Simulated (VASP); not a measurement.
A run of VASP 6.6.1 is set up as follows.

File INCAR:

```
SYSTEM = Nb
ALGO = Normal ; EDIFF = 1E-6
ENCUT = 520 ; ISIF = 2
ISMEAR = -1 ; LASPH = .TRUE.
LCHARG = .FALSE. ; LREAL = .FALSE.
LWAVE = .FALSE. ; NBANDS = 12
NELM = 60 ; PREC = Accurate
SIGMA = 0.2
```

File KPOINTS:

```
k-points
0
G
  14 14 14
  0 0 0
```

POSCAR

```
Nb
1.0
   -1.6231103068      1.6231103068      1.6231103068
    1.6231103068     -1.6231103068      1.6231103068
    1.6231103068      1.6231103068     -1.6231103068
Nb
1
Direct
    0.0000000000      0.0000000000      0.0000000000
```

Potentials or basis: VASP PAW LDA potentials, release 64 (Nb_sv).

Run with:

```console
$ cat potpaw_LDA.64/Nb_sv/POTCAR > POTCAR
$ mpirun -np 1 vasp_std > vasp.out
```

Q: Estimate the pressure.

A: 1.0 GPa.
